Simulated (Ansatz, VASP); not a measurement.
Two plane-wave programs on MgO

Contents of INCAR:

```
PREC = Accurate ; ENCUT = 600
EDIFF = 1E-6 ; ISMEAR = -1
SIGMA = 0.02 ; LREAL = False
LASPH = True ; NELM = 120
ALGO = Normal ; ISIF = 2
LWAVE = False ; LCHARG = False
GGA = PE ; NBANDS = 66
GGA_COMPAT = False
```

KPOINTS

```
regular mesh
0
Gamma
  12 12 2
```

The input POSCAR:

```
MgO
1.0
    2.9646982779      0.0000000000      0.0000000000
   -1.4823491390      2.5675040232      0.0000000000
    0.0000000000      0.0000000000     29.4586222686
Mg O
12 12
Direct
    0.3333333333      0.6666666667      0.8350591099
    0.6666666667      0.3333333333      0.1649408901
    0.6666666667      0.3333333333      0.3350591099
    0.3333333333      0.6666666667      0.6649408901
    0.3333333333      0.6666666667      0.4175250889
    0.6666666667      0.3333333333      0.5824749111
    0.6666666667      0.3333333333      0.9175250889
    0.3333333333      0.6666666667      0.0824749111
    0.0000000000      0.0000000000      0.2500000000
    0.0000000000      0.0000000000      0.7500000000
    0.0000000000      0.0000000000      0.0000000000
    0.0000000000      0.0000000000      0.5000000000
    0.3333333333      0.6666666667      0.9587628228
    0.6666666667      0.3333333333      0.0412371772
    0.6666666667      0.3333333333      0.4587628228
    0.3333333333      0.6666666667      0.5412371772
    0.3333333333      0.6666666667      0.2060605974
    0.6666666667      0.3333333333      0.7939394026
    0.6666666667      0.3333333333      0.7060605974
    0.3333333333      0.6666666667      0.2939394026
    0.0000000000      0.0000000000      0.1237079790
    0.0000000000      0.0000000000      0.8762920210
    0.0000000000      0.0000000000      0.6237079790
    0.0000000000      0.0000000000      0.3762920210
```

Input for Ansatz:

```yaml
crystal:
  lattice:
    - [2.9646982779, 0.0, 0.0]
    - [-1.482349139, 2.5675040232, 0.0]
    - [0.0, 0.0, 29.4586222686]
  atoms:
    - { symbol: Mg, position: [0.3333333333, 0.6666666667, 0.8350591099] }
    - { symbol: Mg, position: [0.6666666667, 0.3333333333, 0.1649408901] }
    - { symbol: Mg, position: [0.6666666667, 0.3333333333, 0.3350591099] }
    - { symbol: Mg, position: [0.3333333333, 0.6666666667, 0.6649408901] }
    - { symbol: Mg, position: [0.3333333333, 0.6666666667, 0.4175250889] }
    - { symbol: Mg, position: [0.6666666667, 0.3333333333, 0.5824749111] }
    - { symbol: Mg, position: [0.6666666667, 0.3333333333, 0.9175250889] }
    - { symbol: Mg, position: [0.3333333333, 0.6666666667, 0.0824749111] }
    - { symbol: Mg, position: [0.0, 0.0, 0.25] }
    - { symbol: Mg, position: [0.0, 0.0, 0.75] }
    - { symbol: Mg, position: [0.0, 0.0, 0.0] }
    - { symbol: Mg, position: [0.0, 0.0, 0.5] }
    - { symbol: O, position: [0.3333333333, 0.6666666667, 0.9587628228] }
    - { symbol: O, position: [0.6666666667, 0.3333333333, 0.0412371772] }
    - { symbol: O, position: [0.6666666667, 0.3333333333, 0.4587628228] }
    - { symbol: O, position: [0.3333333333, 0.6666666667, 0.5412371772] }
    - { symbol: O, position: [0.3333333333, 0.6666666667, 0.2060605974] }
    - { symbol: O, position: [0.6666666667, 0.3333333333, 0.7939394026] }
    - { symbol: O, position: [0.6666666667, 0.3333333333, 0.7060605974] }
    - { symbol: O, position: [0.3333333333, 0.6666666667, 0.2939394026] }
    - { symbol: O, position: [0.0, 0.0, 0.123707979] }
    - { symbol: O, position: [0.0, 0.0, 0.876292021] }
    - { symbol: O, position: [0.0, 0.0, 0.623707979] }
    - { symbol: O, position: [0.0, 0.0, 0.376292021] }
kpoints:
  mp_grid: { grid: [12, 12, 2] }
  band_path:
    path:
      - [[0.0, 0.0, 0.0], [0.5, -3.10529287353e-17, 1.783277396937e-33], [0.3333333333333, 0.3333333333333, 1.188851597958e-33], [0.0, 0.0, 0.0], [-5.254879033175e-52, 2.627439516588e-52, 0.5], [0.5, -3.10529287353e-17, 0.5], [0.3333333333333, 0.3333333333333, 0.5], [-5.254879033175e-52, 2.627439516588e-52, 0.5]]
      - [[0.5, -3.10529287353e-17, 0.5], [0.5, -3.10529287353e-17, 1.783277396937e-33]]
      - [[0.3333333333333, 0.3333333333333, 0.5], [0.3333333333333, 0.3333333333333, 1.188851597958e-33]]
    npoints: 10
hamiltonian:
  xc: pbe
scf:
  occupations: { method: fermi_dirac, width: 0.02 }
  n_extra_bands: 10
output:
  forces: true
  stress: true
  eigenvalues: true
  write_density: true
  write_potential: true
  elf: true
  volumetric_format: npy
```

Alike in both runs: task single point; functional PBE; k mesh 12 × 12 × 2; occupations fermi-dirac, width 0.02 eV; no spin polarisation.

```csv
,VASP,Ansatz
version,VASP 6.6.1,Ansatz 0.2.0
potentials or method,"VASP PAW PBE potentials, release 64 (Mg, O)","plane waves, PAW"
plane-wave cutoff (eV),600,420
valence electrons in the cell,96,192
```

|  | VASP | Ansatz | Ansatz less VASP |
| --- | --- | --- | --- |
| gap on the k mesh at the Fermi level (eV) | 4.33 | 4.34 | +0.016 |
| pressure (GPa) | 4.6 | 5.6 | +0.95 |
| traceless stress, the component that is largest in VASP (GPa) | 0.03 | 0.05 | +0.019 |

VASP's potentials hold 96 valence electrons a cell and Ansatz's 192, so a difference there can come from the potentials and not from the codes.
